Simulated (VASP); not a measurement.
# ZnO (zincite): single point with PBE

ZnO (zincite):

```
Zn O
1.0
     3.24931    0.00000    0.00000
    -1.62465    2.81398    0.00000
     0.00000    0.00000    5.20571
Zn O
2 2
Direct
  0.66667 0.33333 0.00000
  0.33333 0.66667 0.50000
  0.33333 0.66667 0.87901
  0.66667 0.33333 0.37901
```

```yaml
Program: VASP 6.6.1
Task: single point
Functional: PBE
Potentials_or_basis: VASP PAW PBE potentials, release 64 (Zn, O)
Cutoff: 520 eV
k_mesh: 9 × 9 × 5
Occupations: fermi-dirac, width 0.05 eV
Spin: no spin polarisation
Dipole_correction: no
Further_INCAR_settings: ALGO = Normal; EDIFF = 1e-06; NBANDS = 26
```

```json
{"Pressure": "6.0 GPa", "Largest force": "0.074 eV/Å", "Band gap on the k mesh": "0.79 eV, direct"}
```

Forces in eV/Å, atoms in the order of the input:
```
Zn   0.000  0.000 -0.074
Zn   0.000  0.000 -0.074
O    0.000  0.000  0.074
O    0.000  0.000  0.074
```

Stress tensor (GPa, compression positive):
```
5.43 0.00 0.00
0.00 5.43 0.00
0.00 0.00 7.19
```

Levels at points of the mesh, in eV from the valence-band top:
```csv
k point,band 16,band 17,band 18,band 19,band 20,band 21
"(0.00, 0.00, 0.00)",-0.07,0.00,0.00,0.79,5.21,8.26
```

Wall time 18 s on 1 thread of Intel(R) Xeon(R) Platinum 8559C (Emerald Rapids), on a shared host, peak memory 0.17 GiB.
